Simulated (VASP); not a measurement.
Set up this calculation in VASP 6.6.1, as the native input.

* Task: single point
* Functional: PBEsol
* Potentials or basis: VASP PAW PBE potentials, release 64 (V_sv)
* Cutoff: 500 eV
* k mesh: 17 × 17 × 17
* Occupations: fermi-dirac, width 0.1 eV
* Spin: no spin polarisation
* Dipole correction: no
* Further INCAR settings: ALGO = Normal; EDIFF = 1e-06; NBANDS = 12

The structure of V lies in POSCAR:

```
V
1.0
    2.0124163088      0.0000000000      0.0000000000
    0.0000000000      2.0124163088      0.0000000000
    0.0000000000      0.0000000000      2.0124163088
V
1
Direct
    0.0000000000      0.0000000000      0.0000000000
```

This cell differs from its parent crystal: volume scaled by 0.58.

These files were run (other wordings do the same):

INCAR

```
SYSTEM = V
  ALGO = Normal
  EDIFF = 1E-6
  ENCUT = 500
  GGA = PS
  GGA_COMPAT = .False.
  ISIF = 2
  ISMEAR = -1
  LASPH = .True.
  LCHARG = .False.
  LREAL = .False.
  LWAVE = .False.
  NBANDS = 12
  NELM = 120
  PREC = Accurate
  SIGMA = 0.1
```

KPOINTS

```
k-points
0
Gamma
  17 17 17
  0 0 0
```

Potentials or basis: VASP PAW PBE potentials, release 64 (V_sv).

The run is started by

```sh
$ cat potpaw_PBE.64/V_sv/POTCAR > POTCAR
$ mpirun -np 1 vasp_std > vasp.out
```

Results of the run:

| Item | Value |
| --- | --- |
| Pressure | 241.7 GPa |

Caveat: the PAW data sets were made with another functional, which shifts forces and pressure a little.

Run time: 14 s on 1 thread of Intel Xeon 8259CL, with other jobs on the host, peak memory 0.12 GiB.
